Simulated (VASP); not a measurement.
# Gd (Fm-3m) in VASP: single point with PBE

Aim: the single point of Gd with PBE.

All numbers are computed with VASP 6.6.1; they aren't measurements. Logs are shortened: lines on timing, memory, paths and dates and some standing lists are left out, and cuts for length are marked.

**1. The cell of the first run**

It takes space group Fm-3m (No. 225, cubic). Conventional cell: a = 5.172 Å, b = 5.172 Å, c = 5.172 Å, α = 90.00°, β = 90.00°, γ = 90.00°. Within 4.8 Å of Gd (site symmetry m-3m) lie 12 Gd at 3.66 Å.

This isn't the form of Gd at room conditions, which is hcp.

**2. Single point, PBE, non-collinear spin, typed start, spin-orbit coupling**

The input, INCAR:

```
PREC = Accurate ; ENCUT = 520
EDIFF = 1E-6 ; ISMEAR = -1
SIGMA = 0.025 ; LREAL = False
LASPH = True ; NELM = 150
ALGO = Normal ; ISIF = 2
LWAVE = False ; LCHARG = False
MAGMOM = 0 0 7.3 ; LORBIT = 11
LSORBIT = True ; GGA_COMPAT = False
LORBMOM = True ; LMAXMIX = 6
GGA = PE ; NBANDS = 29
```

The input, KPOINTS:

```
Automatic mesh
0
Gamma
  10 10 10
```

The input, POSCAR:

```
Gd
1.0
    0.0000000000      2.5858190855      2.5858190855
    2.5858190855      0.0000000000      2.5858190855
    2.5858190855      2.5858190855      0.0000000000
Gd
1
Direct
    0.0000000000      0.0000000000      0.0000000000
```

Potentials or basis: VASP PAW PBE potentials, release 64 (Gd).

Run with:

```sh
cat potpaw_PBE.64/Gd/POTCAR > POTCAR
mpirun -np 1 vasp_ncl > vasp.out
```

OUTCAR:

```text
PREC = Accurate
   ENCUT = 520
   EDIFF = 1E-6
   ISMEAR = -1
   LREAL = False
   LASPH = True
   NELM = 150
   ISIF = 2
   LORBIT = 11
   LSORBIT = True
   GGA = PE

 ion  position               nearest neighbor table
   1  0.000  0.000  0.000-

  LATTYP: Found a face centered cubic cell.
 ALAT       =     5.1716381710

  Lattice vectors:

 A1 = (   0.0000000000,   2.5858190855,   2.5858190855)
 A2 = (   2.5858190855,   0.0000000000,   2.5858190855)
 A3 = (   2.5858190855,   2.5858190855,   0.0000000000)

Analysis of symmetry for initial positions (statically):
=====================================================================
 Subroutine PRICEL returns:
 Original cell was already a primitive cell.

 Routine SETGRP: Setting up the symmetry group for a
 face centered cubic supercell.

 Subroutine GETGRP returns: Found 48 space group operations
 (whereof 48 operations were pure point group operations)
 out of a pool of 48 trial point group operations.

The static configuration has the point symmetry O_h .

Analysis of symmetry for dynamics (positions and initial velocities):
=====================================================================
 Subroutine PRICEL returns:
 Original cell was already a primitive cell.

 Routine SETGRP: Setting up the symmetry group for a
 face centered cubic supercell.

 Subroutine GETGRP returns: Found 48 space group operations
 (whereof 48 operations were pure point group operations)
 out of a pool of 48 trial point group operations.

The dynamic configuration has the point symmetry O_h .

Analysis of structural, dynamic, and magnetic symmetry:
=====================================================================
 Subroutine PRICEL returns:
 Original cell was already a primitive cell.

 Routine SETGRP: Setting up the symmetry group for a
 face centered cubic supercell.

 Subroutine GETGRP returns: Found  8 space group operations
 (whereof  8 operations were pure point group operations)
 out of a pool of 48 trial point group operations.

The overall configuration has the point symmetry C_4h.

 Subroutine INISYM returns: Found  8 space group operations
 (whereof  8 operations are pure point group operations),
 and found     1 'primitive' translations

----------------------------------------------------------------------------------------

[... 146 lines left out ...]

 k-point     1 :       0.0000    0.0000    0.0000
  band No.  band energies     occupation
      1     -42.5251      1.00000
      2     -39.3367      1.00000
      3     -21.8966      1.00000
      4     -21.1665      1.00000
      5     -18.2637      1.00000
      6     -17.1655      1.00000
[... 757 lines left out ...]
     28       4.4060      0.00000
     29       4.9994      0.00000

 [... further k-points ...]
[... 5 lines left out ...]
  --------------------------------------------------------------------------------------
  -------------------------------------------------------------------------------------
  Total       -0.2781078     -0.2781078     -0.2665327      0.0000001      0.0000000      0.0000000
  in kB      -12.8854442    -12.8854442    -12.3491373      0.0000032      0.0000000      0.0000000
  external PRESSURE =     -12.7066752 kB  Pullay stress =       0.0000000 kB

 VOLUME and BASIS-vectors are now :
 -----------------------------------------------------------------------------
  energy-cutoff  :      520.00
  volume of cell :       34.58
      direct lattice vectors                 reciprocal lattice vectors
     0.000000000  2.585819085  2.585819085    -0.193362329  0.193362329  0.193362329
     2.585819085  0.000000000  2.585819085     0.193362329 -0.193362329  0.193362329
     2.585819085  2.585819085  0.000000000     0.193362329  0.193362329 -0.193362329

 POSITION                                       TOTAL-FORCE (eV/Angst)
 -----------------------------------------------------------------------------------
      0.00000      0.00000      0.00000         0.000000      0.000000     -0.000000
 -----------------------------------------------------------------------------------
    total drift:                               -0.000000     -0.000000     -0.000000

  FREE ENERGIE OF THE ION-ELECTRON SYSTEM (eV)
  ---------------------------------------------------
  free  energy   TOTEN  =       -12.2840094366 eV

  energy  without entropy=      -12.2778928595  energy(sigma->0) =      -12.28095115

 orbital moment (x)

 # of ion     p       d       f       tot
 ------------------------------------------------
  1         0.000  -0.000  -0.000   0.000
 ------------------------------------------------
            0.000  -0.000  -0.000   0.000

 orbital moment (y)

 # of ion     p       d       f       tot
 ------------------------------------------------
  1         0.000   0.000   0.000   0.000
 ------------------------------------------------
            0.000   0.000   0.000   0.000

 orbital moment (z)

 # of ion     p       d       f       tot
 ------------------------------------------------
  1        -0.010  -0.016   0.131   0.105
 ------------------------------------------------
           -0.010  -0.016   0.131   0.105

 Spin-Orbit-Coupling matrix elements

 Ion:    1  E_soc:     -1.2623160
 l=   1
     0.0000000    -0.1651622    -0.1650959
    -0.1651622     0.0000000    -0.1651622
    -0.1650959    -0.1651622     0.0000000
 l=   2
     0.0000000    -0.0002534     0.0000000    -0.0002534    -0.0014916
    -0.0002534     0.0000000    -0.0011872    -0.0003176    -0.0003705
     0.0000000    -0.0011872     0.0000000    -0.0011872     0.0000000
    -0.0002534    -0.0003176    -0.0011872     0.0000000    -0.0003705
    -0.0014916    -0.0003705     0.0000000    -0.0003705     0.0000000
 l=   3
     0.0000000    -0.0065599     0.0000000     0.0000000     0.0000000    -0.0064909    -0.0063820
    -0.0065599     0.0000000    -0.0108015     0.0000000    -0.0108015    -0.0025670    -0.0065599
     0.0000000    -0.0108015     0.0000000    -0.0258087    -0.0005215    -0.0107569     0.0000000
     0.0000000     0.0000000    -0.0258087     0.0000000    -0.0258087     0.0000000     0.0000000
     0.0000000    -0.0108015    -0.0005215    -0.0258087     0.0000000    -0.0107569     0.0000000
    -0.0064909    -0.0025670    -0.0107569     0.0000000    -0.0107569     0.0000000    -0.0064909
    -0.0063820    -0.0065599     0.0000000     0.0000000     0.0000000    -0.0064909     0.0000000

 total charge

# of ion       s       p       d       f       tot
--------------------------------------------------
    1        2.071   5.583   0.553   7.001  15.207

 magnetization (x)

# of ion       s       p       d       f       tot
--------------------------------------------------
    1        0.000   0.000   0.000   0.000   0.000

 magnetization (y)

# of ion       s       p       d       f       tot
--------------------------------------------------
    1        0.000   0.000   0.000   0.000   0.000

 magnetization (z)

# of ion       s       p       d       f       tot
--------------------------------------------------
    1        0.002  -0.053   0.189   6.758   6.895
```

OSZICAR:

```text
N       E                     dE             d eps       ncg     rms          rms(c)
DAV:   1     0.132733962936E+03    0.13273E+03   -0.58458E+03 11337   0.611E+03
DAV:   2     0.242584390840E+02   -0.10848E+03   -0.96815E+02 11034   0.442E+02
DAV:   3    -0.515331167675E+01   -0.29412E+02   -0.28310E+02 12958   0.205E+02
[... 12 lines left out ...]
DAV:  16    -0.122840049550E+02   -0.28194E-04   -0.10936E-04 16185   0.149E-01    0.208E-01
DAV:  17    -0.122840016115E+02    0.33435E-05   -0.72792E-05 13480   0.161E-01    0.654E-02
DAV:  18    -0.122840117185E+02   -0.10107E-04   -0.34761E-05 14460   0.102E-01    0.710E-02
DAV:  19    -0.122840095712E+02    0.21473E-05   -0.56971E-06 12203   0.457E-02    0.454E-02
DAV:  20    -0.122840094366E+02    0.13464E-06   -0.55664E-07  8163   0.189E-02
   1 F= -.12284009E+02 E0= -.12280951E+02  d E =-.611658E-02  mag=     0.0000     0.0000     7.4728
```

Wall time 7.4 min (1 thread of AMD EPYC 7R13 (Zen 3), shared host); peak memory 0.37 GiB.

Results:

| Quantity | Value |
| --- | --- |
| Free energy | -12.2840 eV |
| Pressure | -1.3 GPa |
| Net moment | 7.47 μB per cell |
| Valence electrons inside the program's atomic spheres | Gd 15.21 |

Moments on the atoms (μB; x, y, z):
```
Gd  0.00 0.00 6.89
```

 The state reached can hang on the start; a lower one may exist.
